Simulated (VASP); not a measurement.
# Ru (P6_3/mmc) in VASP: settings compared, part 2 of 2

VASP 6.6.1.

## (4) Single point, revPBE+D3(BJ)

The input, INCAR:

```
PREC = Accurate ; ENCUT = 520
EDIFF = 1E-6 ; ISMEAR = -1
SIGMA = 0.05 ; LREAL = F
LASPH = T ; NELM = 100
ALGO = Normal ; ISIF = 2
LWAVE = F ; LCHARG = F
GGA = RE ; IVDW = 12
NBANDS = 21
```

The input, KPOINTS:

```
regular mesh
0
Gamma
  11 11 6
```

The input, POSCAR:

```
Ru
1.0
    2.6876397213      0.0000000000      0.0000000000
   -1.3438198606      2.3275642749      0.0000000000
    0.0000000000      0.0000000000      4.2531615502
Ru
2
Direct
    0.6666666667      0.3333333333      0.7500000000
    0.3333333333      0.6666666667      0.2500000000
```

Potentials or basis: VASP PAW PBE potentials, release 64 (Ru_pv).

The run is started by

```bash
$ cat potpaw_PBE.64/Ru_pv/POTCAR > POTCAR
$ mpirun -np 1 vasp_std > vasp.out
```

OUTCAR:

```text
PREC = Accurate
   ENCUT = 520
   EDIFF = 1E-6
   ISMEAR = -1
   LREAL = F
   LASPH = T
   NELM = 100
   ISIF = 2
   GGA = RE
   IVDW = 12
 IVDW          = 12

 ion  position               nearest neighbor table
   1  0.667  0.333  0.750-   2 2.63   2 2.63   2 2.63   2 2.63   2 2.63   2 2.63
   2  0.333  0.667  0.250-   1 2.63   1 2.63   1 2.63   1 2.63   1 2.63   1 2.63

  LATTYP: Found a hexagonal cell.
 ALAT       =     2.6876397213
 C/A-ratio  =     1.5824894671

  Lattice vectors:

 A1 = (   2.6876397213,   0.0000000000,   0.0000000000)
 A2 = (  -1.3438198606,   2.3275642749,   0.0000000000)
 A3 = (   0.0000000000,   0.0000000000,   4.2531615502)

Analysis of symmetry for initial positions (statically):
=====================================================================
 Subroutine PRICEL returns:
 Original cell was already a primitive cell.

 Routine SETGRP: Setting up the symmetry group for a
 hexagonal supercell.

 Subroutine GETGRP returns: Found 24 space group operations
 (whereof 12 operations were pure point group operations)
 out of a pool of 24 trial point group operations.

The static configuration has the point symmetry D_3d.
 The point group associated with its full space group is D_6h.

Analysis of symmetry for dynamics (positions and initial velocities):
=====================================================================
 Subroutine PRICEL returns:
 Original cell was already a primitive cell.

 Routine SETGRP: Setting up the symmetry group for a
 hexagonal supercell.

 Subroutine GETGRP returns: Found 24 space group operations
 (whereof 12 operations were pure point group operations)
 out of a pool of 24 trial point group operations.

The dynamic configuration has the point symmetry D_3d.
 The point group associated with its full space group is D_6h.

 Subroutine INISYM returns: Found 24 space group operations
 (whereof 12 operations are pure point group operations),
 and found     1 'primitive' translations

[... 112 lines left out ...]
   IMIX   =      4    mixing-type and parameters
     AMIX     =   0.40;   BMIX     =  1.00
     AMIX_MAG =   1.60;   BMIX_MAG =  1.00
  volume/ion in A,a.u.               =      13.30        89.77
  Fermi-wavevector in a.u.,A,eV,Ry     =   1.665198  3.146769 37.727398  2.772886
  Thomas-Fermi vector in A             =   2.751610
   LORBIT       =      0    0 simple, 1 ext, 2 COOP (PROOUT), +10 PAW based schemes
   GGA     = RE    functional components
   LHFCALC =     F    Hartree Fock is set to
   AEXX    =    0.0000 exact exchange contribution
   IVDW    =    12    specifies the selected vdW correction
   LEPSILON=     F    determine dielectric tensor
   LRPA    =     F    only Hartree local field effects (RPA)
 non-spin polarized calculation
  energy-cutoff  :      520.00
  volume of cell :       26.61
 maximum number of plane-waves:       733
 NGX is ok and might be reduce to    20
   NGX =  9   NGY =  9   NGZ = 15

 number of electron      27.9999997 magnetization

 Free energy of the ion-electron system (eV)
  ---------------------------------------------------
  ext. energy  EPLUGINS =         0.00000000
  ---------------------------------------------------
  free energy    TOTEN  =       -17.39222384 eV

  energy without entropy =      -17.37594063  energy(sigma->0) =      -17.38408223

 E-fermi :  13.2014     XC(G=0): -14.1946

 val. band max:       13.1811688433   @ k =   0.2727   0.0000   0.0000
 cond. band min:      13.2161911511   @ k =   0.2727   0.1818   0.1667
 fundamental gap:      0.0350223078
 Fermi energy:        13.2014452033

 k-point     1 :       0.0000    0.0000    0.0000
  band No.  band energies     occupation
      1     -30.4611      2.00000
      2     -29.4649      2.00000
      3     -29.4649      2.00000
      4     -29.2839      2.00000
      5     -29.2839      2.00000
      6     -29.2394      2.00000
[... 565 lines left out ...]
     20      23.7299      0.00000
     21      25.2321      0.00000

 [... further k-points ...]

------------------------ aborting loop because EDIFF is reached ----------------------------------------

 Edisp (eV)   -2.41305

 E8    (eV) :    -1.7239

  FORCE on cell =-STRESS in cart. coord.  units (eV):
  Direction    XX          YY          ZZ          XY          YZ          ZX
  --------------------------------------------------------------------------------------
  -------------------------------------------------------------------------------------
  Total      -0.08715    -0.08715    -0.00716    -0.00000     0.00000    -0.00000
  in kB      -5.24811    -5.24811    -0.43109    -0.00000     0.00000    -0.00000
  external pressure =       -3.64 kB  Pullay stress =        0.00 kB

 VOLUME and BASIS-vectors are now :
 -----------------------------------------------------------------------------
  energy-cutoff  :      520.00
  volume of cell :       26.61
      direct lattice vectors                 reciprocal lattice vectors
     2.687639721  0.000000000  0.000000000     0.372073679  0.214816839  0.000000000
    -1.343819861  2.327564275  0.000000000     0.000000000  0.429633678  0.000000000
     0.000000000  0.000000000  4.253161550     0.000000000  0.000000000  0.235119214

 POSITION                                       TOTAL-FORCE (eV/Angst)
 -----------------------------------------------------------------------------------
      1.34382      0.77585      3.18987         0.000000     -0.000000      0.000000
     -0.00000      1.55171      1.06329        -0.000000      0.000000      0.000000
 -----------------------------------------------------------------------------------
    total drift:                               -0.000000      0.000000     -0.000000

  FREE ENERGIE OF THE ION-ELECTRON SYSTEM (eV)
  ---------------------------------------------------
  free  energy   TOTEN  =       -19.8052692033 eV

  energy  without entropy=      -19.7889859997  energy(sigma->0) =      -19.79712760
```

OSZICAR:

```text
N       E                     dE             d eps       ncg     rms          rms(c)
DAV:   1     0.288525980815E+03    0.28853E+03   -0.17461E+04  2688   0.149E+03
DAV:   2    -0.128856638858E+02   -0.30141E+03   -0.29217E+03  2758   0.445E+02
DAV:   3    -0.185862989261E+02   -0.57006E+01   -0.56698E+01  3158   0.689E+01
DAV:   4    -0.186291139177E+02   -0.42815E-01   -0.42745E-01  3247   0.576E+00
DAV:   5    -0.186298255236E+02   -0.71161E-03   -0.70520E-03  3092   0.646E-01    0.182E+01
DAV:   6    -0.174779034332E+02    0.11519E+01   -0.25308E+00  3048   0.157E+01    0.531E+00
DAV:   7    -0.173989348034E+02    0.78969E-01   -0.43556E-01  3093   0.511E+00    0.113E+00
DAV:   8    -0.173926282784E+02    0.63065E-02   -0.17720E-02  2938   0.111E+00    0.418E-01
DAV:   9    -0.173922229971E+02    0.40528E-03   -0.10671E-03  3023   0.349E-01    0.398E-02
DAV:  10    -0.173922274834E+02   -0.44862E-05   -0.71912E-05  3068   0.887E-02    0.225E-02
DAV:  11    -0.173922241211E+02    0.33623E-05   -0.10861E-05  3013   0.315E-02    0.250E-03
DAV:  12    -0.173922238360E+02    0.28506E-06   -0.13353E-07  1694   0.417E-03
   1 F= -.19805269E+02 E0= -.19797128E+02  d E =-.162832E-01
```

Run time: 19 s. Hardware: 1 thread of Intel Xeon 6975P-C, shared host; peak memory 0.16 GiB.

Results:

* Free energy: -19.8053 eV
* Pressure: -0.4 GPa
* Band gap on the k mesh: zero (band 14 reaches 14.81 eV, above the bottom of band 15 at 11.65 eV)
* Dispersion energy per atom: -1.207 eV

Caveat: the PAW data sets were made with another functional, which shifts forces and pressure a little; pairwise dispersion overbinds metals, which lowers pressure and volume.

## (5) The runs side by side

```csv
level,gap on the mesh (eV),pressure (GPa)
PBEsol+D3(BJ),none,-6.9
RPBE,none,16.2
revPBE+D3(BJ),none,-0.4
```

Alike in all rows: task single point; potentials or basis VASP PAW PBE potentials, release 64 (Ru_pv); no spin polarisation; cell as given; k mesh 11 × 11 × 6; cutoff (eV) 520; smearing fermi-dirac 0.05 eV.

Every run on the cell as given and a fine mesh finds a metal. The pressure there spans -6.9 GPa (PBEsol+D3(BJ)) to 16.2 GPa (RPBE); a positive pressure means that this level wants a larger cell, a negative one a smaller.

Caveats: the PAW data sets were made with another functional, which shifts forces and pressure a little; pairwise dispersion overbinds metals, which lowers pressure and volume (some runs).

Absolute energies hang on the potentials; compare differences alone.
